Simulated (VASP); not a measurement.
# BeTe (F-43m) in VASP: notebook

The runs below take BeTe through single point, with PBEsol.

Program: VASP 6.6.1. These are calculated values, not measurements. Logs are shortened: lines on timing, memory, paths and dates and some standing lists are left out, and cuts for length are marked.

### 1 The cell of the first run

It takes space group F-43m (No. 216, cubic). The conventional cell has a = 5.663 Å, b = 5.663 Å, c = 5.663 Å, α = 90.00°, β = 90.00°, γ = 90.00°. Within 3.2 Å of Be (site symmetry -43m) lie 4 Te at 2.45 Å. Within 3.2 Å of Te (site symmetry -43m) lie 4 Be at 2.45 Å.

### 2 Single point, PBEsol

The input, INCAR:

```
SYSTEM = BeTe
PREC     = Accurate       ! precision mode
ENCUT    = 600            ! plane-wave cutoff, eV
EDIFF    = 1E-6           ! SCF threshold, eV
ISMEAR   = 0              ! smearing method
SIGMA    = 0.1            ! smearing width, eV
LREAL    = .False.        ! projectors in reciprocal space
LASPH    = .True.         ! aspherical terms in the spheres
NELM     = 120            ! most SCF steps
ALGO     = Normal         ! electronic algorithm
ISIF     = 2              ! what is computed and relaxed
LWAVE    = .False.        ! write WAVECAR
LCHARG   = .False.        ! write CHGCAR
GGA      = PS             ! functional
NBANDS   = 11             ! bands
GGA_COMPAT= .False.
```

The input, KPOINTS:

```
regular mesh
0
Gamma
  6 6 6
  0 0 0
```

The input, POSCAR:

```
BeTe
1.0
    0.0000000000      2.8314587876      2.8314587876
    2.8314587876      0.0000000000      2.8314587876
    2.8314587876      2.8314587876      0.0000000000
Be Te
1 1
Direct
    0.0000000000      0.0000000000      0.0000000000
    0.7500000000      0.7500000000      0.7500000000
```

Potentials or basis: VASP PAW PBE potentials, release 64 (Be, Te).

Launch:

```bash
cat potpaw_PBE.64/Be/POTCAR potpaw_PBE.64/Te/POTCAR > POTCAR
mpirun -np 1 vasp_std > vasp.out
```

OUTCAR:

```text
SYSTEM = BeTe
   PREC = Accurate
   ENCUT = 600
   EDIFF = 1E-6
   ISMEAR = 0
   LREAL = .False.
   LASPH = .True.
   NELM = 120
   ISIF = 2
   GGA = PS

 ion  position               nearest neighbor table
   1  0.000  0.000  0.000-   2 2.45   2 2.45   2 2.45   2 2.45
   2  0.750  0.750  0.750-   1 2.45   1 2.45   1 2.45   1 2.45

  LATTYP: Found a face centered cubic cell.
 ALAT       =     5.6629175752

  Lattice vectors:

 A1 = (   0.0000000000,   2.8314587876,   2.8314587876)
 A2 = (   2.8314587876,   0.0000000000,   2.8314587876)
 A3 = (   2.8314587876,   2.8314587876,   0.0000000000)

Analysis of symmetry for initial positions (statically):
=====================================================================
 Subroutine PRICEL returns:
 Original cell was already a primitive cell.

 Routine SETGRP: Setting up the symmetry group for a
 face centered cubic supercell.

 Subroutine GETGRP returns: Found 24 space group operations
 (whereof 24 operations were pure point group operations)
 out of a pool of 48 trial point group operations.

The static configuration has the point symmetry T_d .

Analysis of symmetry for dynamics (positions and initial velocities):
=====================================================================
 Subroutine PRICEL returns:
 Original cell was already a primitive cell.

 Routine SETGRP: Setting up the symmetry group for a
 face centered cubic supercell.

 Subroutine GETGRP returns: Found 24 space group operations
 (whereof 24 operations were pure point group operations)
 out of a pool of 48 trial point group operations.

The dynamic configuration has the point symmetry T_d .

 Subroutine INISYM returns: Found 24 space group operations
 (whereof 24 operations are pure point group operations),
 and found     1 'primitive' translations

----------------------------------------------------------------------------------------

                                     Primitive cell

  volume of cell :      45.4005

  direct lattice vectors                    reciprocal lattice vectors
     0.000000000  2.831458788  2.831458788    -0.176587419  0.176587419  0.176587419
     2.831458788  0.000000000  2.831458788     0.176587419 -0.176587419  0.176587419
     2.831458788  2.831458788  0.000000000     0.176587419  0.176587419 -0.176587419

  length of vectors
     4.004287419  4.004287419  4.004287419     0.305858382  0.305858382  0.305858382

  position of ions in fractional coordinates (direct lattice)
     0.000000000  0.000000000  0.000000000
     0.750000000  0.750000000  0.750000000

  ion indices of the primitive-cell ions
   primitive index   ion index
                 1           1
                 2           2

----------------------------------------------------------------------------------------

 KPOINTS: regular mesh

Automatic generation of k-mesh.
 Grid dimensions read from file:
 generate k-points for:    6    6    6

 Generating k-lattice:

  Cartesian coordinates                     Fractional coordinates (reciprocal lattice)
    -0.029431237  0.029431237  0.029431237     0.166666667  0.000000000  0.000000000
     0.029431237 -0.029431237  0.029431237     0.000000000  0.166666667  0.000000000
     0.029431237  0.029431237 -0.029431237     0.000000000  0.000000000  0.166666667

  Length of vectors
     0.050976397  0.050976397  0.050976397

  Shift w.r.t. Gamma in fractional coordinates (k-lattice)
     0.000000000  0.000000000  0.000000000

 Subroutine IBZKPT returns following result:
 ===========================================

 Found     16 irreducible k-points:

 Following reciprocal coordinates:
            Coordinates               Weight
  0.000000  0.000000  0.000000      1.000000
  0.166667  0.000000  0.000000      8.000000
  0.333333  0.000000  0.000000      8.000000
  0.500000  0.000000  0.000000      4.000000
  0.166667  0.166667  0.000000      6.000000
  0.333333  0.166667  0.000000     24.000000
[... 8 lines left out ...]
 -0.333333  0.333333  0.166667     24.000000
 -0.333333  0.500000  0.166667     12.000000
   k-points           NKPTS =     16   k-points in BZ     NKDIM =     16   number of bands    NBANDS=     11
   number of dos      NEDOS =    301   number of ions     NIONS =      2
   total plane-waves  NPLWV =  32768
   dimension x,y,z NGX =    32 NGY =   32 NGZ =   32
   dimension x,y,z NGXF=    64 NGYF=   64 NGZF=   64
   ions per type =               1   1
   NGX,Y,Z   is equivalent  to a cutoff of  13.29, 13.29, 13.29 a.u.
   NGXF,Y,Z  is equivalent  to a cutoff of  26.57, 26.57, 26.57 a.u.
 SYSTEM =  BeTe
   PREC   = accura    normal or accurate (medium, high low for compatibility)
   ISTART =      0    job   : 0-new  1-cont  2-samecut
   ICHARG =      2    charge: 1-file 2-atom 10-const
   ISPIN  =      1    spin polarized calculation?
   LNONCOLLINEAR =      F non collinear calculations
   LSORBIT =      F    spin-orbit coupling
   LASPH  =      T    aspherical Exc in radial PAW
   ENCUT  =  600.0 eV  44.10 Ry    6.64 a.u.   8.00  8.00  8.00*2*pi/ulx,y,z
   NELM   =    120;   NELMIN=  2; NELMDL= -5     # of ELM steps
   EDIFF  = 0.1E-05   stopping-criterion for ELM
   LREAL  =      F    real-space projection
   EDIFFG = 0.1E-04   stopping-criterion for IOM
   NSW    =      0    number of steps for IOM
   IBRION =     -1    ionic relax: 0-MD 1-quasi-New 2-CG
   NFREE  =      0    steps in history (QN), initial steepest desc. (CG)
   ISIF   =      2    stress and relaxation
   ISYM   =      2    0-nonsym 1-usesym 2-fastsym
   POTIM  = 0.5000    time-step for ionic-motion
   TEBEG  =    0.0;   TEEND  =   0.0 temperature during run
   PSTRESS=    0.0 pullay stress
   NELECT =       8.0000    total number of electrons
   NUPDOWN=      -1.0000    fix difference up-down
   EMIN   =  10.00;   EMAX   =-10.00  energy-range for DOS
   EFERMI =   0.00;   METHOD = LEGACY
   ISMEAR =     0;   SIGMA  =   0.10  broadening in eV -4-tet -1-fermi 0-gaus
   EFERMI_NEDOS =   21; number of points for ismear=-14 and -15
   IALGO  =     38    algorithm
   IMIX   =      4    mixing-type and parameters
     AMIX     =   0.40;   BMIX     =  1.00
     AMIX_MAG =   1.60;   BMIX_MAG =  1.00
  volume/ion in A,a.u.               =      22.70       153.19
  Fermi-wavevector in a.u.,A,eV,Ry     =   0.917807  1.734403 11.461129  0.842369
  Thomas-Fermi vector in A             =   2.042817
   LORBIT       =      0    0 simple, 1 ext, 2 COOP (PROOUT), +10 PAW based schemes
   GGA     = PS    functional components
   LHFCALC =     F    Hartree Fock is set to
   AEXX    =    0.0000 exact exchange contribution
   IVDW    =     0    specifies the selected vdW correction
   LEPSILON=     F    determine dielectric tensor
   LRPA    =     F    only Hartree local field effects (RPA)
 non-spin polarized calculation
 Gauss-broadening in eV      SIGMA  =   0.10
  energy-cutoff  :      600.00
  volume of cell :       45.40
 maximum number of plane-waves:      1527
   NGX = 15   NGY = 15   NGZ = 15

 number of electron       8.0000000 magnetization

 Free energy of the ion-electron system (eV)
  ---------------------------------------------------
  ext. energy  EPLUGINS =         0.00000000
  ---------------------------------------------------
  free energy    TOTEN  =        -8.20416667 eV

  energy without entropy =       -8.20416667  energy(sigma->0) =       -8.20416667

 E-fermi :   5.2671     XC(G=0):  -9.1358

 val. band max:        4.8235850103   @ k =   0.0000   0.0000   0.0000
 cond. band min:       6.7152283184   @ k =   0.5000   0.5000   0.0000
 fundamental gap:      1.8916433081
 Fermi energy:         5.2670568327

 k-point     1 :       0.0000    0.0000    0.0000
  band No.  band energies     occupation
      1      -7.4014      2.00000
      2       4.8236      2.00000
      3       4.8236      2.00000
      4       4.8236      2.00000
      5       8.4350      0.00000
      6       8.4350      0.00000
      7       8.4350      0.00000
      8       8.4371      0.00000
      9      12.9850      0.00000
     10      15.0280      0.00000
     11      15.0280      0.00000

 k-point     2 :       0.1667    0.0000    0.0000
  band No.  band energies     occupation
      1      -7.1482      2.00000
      2       2.8435      2.00000
      3       4.4545      2.00000
      4       4.4545      2.00000
      5       8.2118      0.00000
      6       8.9655      0.00000
      7       8.9655      0.00000
      8      10.4654      0.00000
      9      13.6019      0.00000
     10      13.8434      0.00000
     11      13.8434      0.00000

 k-point     3 :       0.3333    0.0000    0.0000
  band No.  band energies     occupation
      1      -6.5177      2.00000
      2       0.4171      2.00000
      3       3.9252      2.00000
      4       3.9252      2.00000
      5       7.9242      0.00000
      6       9.4137      0.00000
      7       9.4137      0.00000
      8      12.4554      0.00000
      9      13.9866      0.00000
     10      14.3545      0.00000
     11      14.3545      0.00000

 k-point     4 :       0.5000    0.0000    0.0000
  band No.  band energies     occupation
      1      -6.0930      2.00000
      2      -0.6478      2.00000
      3       3.7169      2.00000
      4       3.7169      2.00000
      5       7.8124      0.00000
      6       9.3853      0.00000
      7       9.3853      0.00000
      8      12.4919      0.00000
      9      15.5816      0.00000
     10      16.2224      0.00000
     11      16.2224      0.00000
[... 127 lines left out ...]
 k-point    14 :       0.5000    0.3333    0.1667
  band No.  band energies     occupation
      1      -6.0430      2.00000
      2       0.4829      2.00000
      3       1.8184      2.00000
      4       2.8735      2.00000
      5       8.7156      0.00000
      6       9.7076      0.00000
      7       9.9941      0.00000
      8      12.4557      0.00000
      9      14.7832      0.00000
     10      15.1100      0.00000
     11      17.3402      0.00000

 k-point    15 :      -0.3333    0.3333    0.1667
  band No.  band energies     occupation
      1      -5.7289      2.00000
      2       0.0472      2.00000
      3       1.3849      2.00000
      4       2.4560      2.00000
      5       9.2426      0.00000
      6       9.4541      0.00000
      7      11.6458      0.00000
      8      11.9284      0.00000
      9      13.4182      0.00000
     10      16.6093      0.00000
     11      17.2489      0.00000

 k-point    16 :      -0.3333    0.5000    0.1667
  band No.  band energies     occupation
      1      -5.5933      2.00000
      2       0.1137      2.00000
      3       1.4879      2.00000
      4       1.7826      2.00000
      5       8.4481      0.00000
      6       9.0517      0.00000
      7      12.0514      0.00000
      8      12.3619      0.00000
      9      15.6549      0.00000
     10      16.4062      0.00000
     11      17.5684      0.00000

------------------------ aborting loop because EDIFF is reached ----------------------------------------

  FORCE on cell =-STRESS in cart. coord.  units (eV):
  Direction    XX          YY          ZZ          XY          YZ          ZX
  --------------------------------------------------------------------------------------
  -------------------------------------------------------------------------------------
  Total       -0.4210076     -0.4210076     -0.4210076      0.0000000     -0.0000000      0.0000000
  in kB      -14.8572968    -14.8572968    -14.8572968      0.0000000     -0.0000000      0.0000000
  external PRESSURE =     -14.8572968 kB  Pullay stress =       0.0000000 kB

 VOLUME and BASIS-vectors are now :
 -----------------------------------------------------------------------------
  energy-cutoff  :      600.00
  volume of cell :       45.40
      direct lattice vectors                 reciprocal lattice vectors
     0.000000000  2.831458788  2.831458788    -0.176587419  0.176587419  0.176587419
     2.831458788  0.000000000  2.831458788     0.176587419 -0.176587419  0.176587419
     2.831458788  2.831458788  0.000000000     0.176587419  0.176587419 -0.176587419

 POSITION                                       TOTAL-FORCE (eV/Angst)
 -----------------------------------------------------------------------------------
      0.00000      0.00000      0.00000         0.000000      0.000000      0.000000
      4.24719      4.24719      4.24719        -0.000000     -0.000000     -0.000000
 -----------------------------------------------------------------------------------
    total drift:                               -0.000000     -0.000000     -0.000000

  FREE ENERGIE OF THE ION-ELECTRON SYSTEM (eV)
  ---------------------------------------------------
  free  energy   TOTEN  =        -8.2041666740 eV

  energy  without entropy=       -8.2041666740  energy(sigma->0) =       -8.20416667
```

Wall time 3.6 s (1 thread of Intel Xeon 6975P-C (Granite Rapids), shared host); peak memory 0.17 GiB.

Results:

| Quantity | Value |
| --- | --- |
| Free energy | -8.2042 eV |
| Pressure | -1.5 GPa |
| Band gap on the k mesh | 1.89 eV (least direct gap 3.61 eV) |

Caveat: the PAW data sets were made with another functional, which shifts forces and pressure a little; spin-orbit coupling is left out, which moves the levels of the heavy elements.

### 3 Single point, PBEsol

This run uses another cell than the first one, of 22.02 Å³/atom.

The input, INCAR:

```
  PREC = Accurate
  ENCUT = 600
  EDIFF = 1E-6
  ISMEAR = 0
  SIGMA = 0.02
  LREAL = False
  LASPH = True
  NELM = 120
  ALGO = Normal
  ISIF = 2
  LWAVE = False
  LCHARG = False
  GGA = PS
  NBANDS = 11
  GGA_COMPAT = False
```

The input, KPOINTS:

```
Automatic mesh
0
Gamma
  8 8 8
```

The input, POSCAR:

```
BeTe
1.0
    0.0000000000      2.8029552548      2.8029552548
    2.8029552548      0.0000000000      2.8029552548
    2.8029552548      2.8029552548      0.0000000000
Be Te
1 1
Direct
    0.0000000000      0.0000000000      0.0000000000
    0.7500000000      0.7500000000      0.7500000000
```

Potentials or basis: VASP PAW PBE potentials, release 64 (Be, Te).

Launch:

```bash
cat potpaw_PBE.64/Be/POTCAR potpaw_PBE.64/Te/POTCAR > POTCAR
mpirun -np 1 vasp_std > vasp.out
```

It took 5.1 s on 1 thread of Intel Xeon 6975P-C (Granite Rapids), shared host; peak memory 0.18 GiB.

The run converged. Its results:

- Free energy: -8.2159 eV
- Pressure: 0.2 GPa
- Band gap on the k mesh: 1.82 eV (least direct gap 3.59 eV)

Levels at points of the mesh, in eV from the valence-band top:
```csv
k point,band 1,band 2,band 3,band 4,band 5,band 6,band 7,band 8,band 9
"(0.00, 0.00, 0.00)",-12.43,0.00,0.00,0.00,3.59,3.59,3.59,3.83,8.21
"(0.50, 0.00, 0.00)",-11.04,-5.66,-1.16,-1.16,3.07,4.55,4.55,7.66,10.90
"(0.50, 0.50, 0.00)",-10.54,-5.20,-2.71,-2.71,1.82,2.59,9.79,9.79,11.59
```

Caveat: the PAW data sets were made with another functional, which shifts forces and pressure a little; spin-orbit coupling is left out, which moves the levels of the heavy elements.

### 4 Single point, PBEsol

This run uses another cell than the first one, of 22.02 Å³/atom.

The input, INCAR:

```
SYSTEM = BeTe
  PREC = Accurate
  ENCUT = 600
  EDIFF = 1E-6
  ISMEAR = 0
  SIGMA = 0.01
  LREAL = .False.
  LASPH = .True.
  NELM = 120
  ALGO = Normal
  ISIF = 2
  LWAVE = .False.
  LCHARG = .False.
  GGA = PS
  NBANDS = 11
  GGA_COMPAT = .False.
```

The input, KPOINTS:

```
regular mesh
0
Gamma
  8 8 8
  0 0 0
```

POSCAR is that of step 3.

Potentials or basis: VASP PAW PBE potentials, release 64 (Be, Te).

Launch:

```bash
cat potpaw_PBE.64/Be/POTCAR potpaw_PBE.64/Te/POTCAR > POTCAR
mpirun -np 1 vasp_std > vasp.out
```

OUTCAR:

```text
SYSTEM = BeTe
   PREC = Accurate
   ENCUT = 600
   EDIFF = 1E-6
   ISMEAR = 0
   LREAL = .False.
   LASPH = .True.
   NELM = 120
   ISIF = 2
   GGA = PS

 ion  position               nearest neighbor table
   1  0.000  0.000  0.000-   2 2.43   2 2.43   2 2.43   2 2.43
   2  0.750  0.750  0.750-   1 2.43   1 2.43   1 2.43   1 2.43

  LATTYP: Found a face centered cubic cell.
 ALAT       =     5.6059105096

  Lattice vectors:

 A1 = (   0.0000000000,   2.8029552548,   2.8029552548)
[... 521 lines left out ...]

------------------------ aborting loop because EDIFF is reached ----------------------------------------

  FORCE on cell =-STRESS in cart. coord.  units (eV):
  Direction    XX          YY          ZZ          XY          YZ          ZX
  --------------------------------------------------------------------------------------
  -------------------------------------------------------------------------------------
  Total        0.0608860      0.0608860      0.0608860     -0.0000000     -0.0000000     -0.0000000
  in kB        2.2148774      2.2148774      2.2148774     -0.0000000     -0.0000000     -0.0000000
  external PRESSURE =       2.2148774 kB  Pullay stress =       0.0000000 kB

 VOLUME and BASIS-vectors are now :
 -----------------------------------------------------------------------------
  energy-cutoff  :      600.00
  volume of cell :       44.04
      direct lattice vectors                 reciprocal lattice vectors
     0.000000000  2.802955255  2.802955255    -0.178383154  0.178383154  0.178383154
     2.802955255  0.000000000  2.802955255     0.178383154 -0.178383154  0.178383154
     2.802955255  2.802955255  0.000000000     0.178383154  0.178383154 -0.178383154

 POSITION                                       TOTAL-FORCE (eV/Angst)
 -----------------------------------------------------------------------------------
      0.00000      0.00000      0.00000         0.000000      0.000000      0.000000
      4.20443      4.20443      4.20443        -0.000000     -0.000000     -0.000000
 -----------------------------------------------------------------------------------
    total drift:                               -0.000000     -0.000000     -0.000000

  FREE ENERGIE OF THE ION-ELECTRON SYSTEM (eV)
  ---------------------------------------------------
  free  energy   TOTEN  =        -8.2158872340 eV

  energy  without entropy=       -8.2158872340  energy(sigma->0) =       -8.21588723
```

stdout:

```text
POSCAR found type information on POSCAR BeTe
 POSCAR found :  2 types and       2 ions
 scaLAPACK will be used
 -----------------------------------------------------------------------------
|                                                                             |
|                                                                             |
|     You enforced a specific xc type in the INCAR file but a different       |
|     I HOPE YOU KNOW WHAT YOU ARE DOING!                                     |
|                                                                             |
 -----------------------------------------------------------------------------

 LDA part: xc-table for (Slater+PW92), standard interpolation
 POSCAR, INCAR and KPOINTS ok, starting setup
 FFT: planning ... GRIDC
 FFT: planning ... GRID_SOFT
 FFT: planning ... GRID
 WAVECAR not read
 entering main loop
```

Run time: 5 s. Hardware: 1 thread of Intel Xeon 6975P-C (Granite Rapids), shared host; peak memory 0.18 GiB.

Results:

- Free energy: -8.2159 eV
- Pressure: 0.2 GPa
- Band gap on the k mesh: 1.82 eV (least direct gap 3.59 eV)

Levels at points of the mesh, in eV from the valence-band top:
```tsv
k point	band 2	band 3	band 4	band 5	band 6	band 7
(0.00, 0.00, 0.00)	0.00	0.00	0.00	3.59	3.59	3.59
(0.50, 0.00, 0.00)	-5.66	-1.16	-1.16	3.07	4.55	4.55
(0.50, 0.50, 0.00)	-5.20	-2.71	-2.71	1.82	2.59	9.79
```

Caveat: the PAW data sets were made with another functional, which shifts forces and pressure a little; spin-orbit coupling is left out, which moves the levels of the heavy elements. A k mesh can miss the band edges.

### 5 Summary

```tsv
cell	k mesh	smearing	gap on the mesh (eV)	pressure (GPa)
a = 4.004 Å, angles 60.0°, 2 atoms	6 × 6 × 6	gaussian 0.1 eV	1.89	-1.5
a = 3.964 Å, angles 60.0°, 2 atoms	8 × 8 × 8	gaussian 0.02 eV	1.82	0.2
a = 3.964 Å, angles 60.0°, 2 atoms	8 × 8 × 8	gaussian 0.01 eV	1.82	0.2
```

Alike in all rows: task single point; level PBEsol; potentials or basis VASP PAW PBE potentials, release 64 (Be, Te); no spin polarisation; cutoff (eV) 600.

Caveats: the PAW data sets were made with another functional, which shifts forces and pressure a little; spin-orbit coupling is left out, which moves the levels of the heavy elements.

Absolute energies hang on the potentials; compare differences alone.
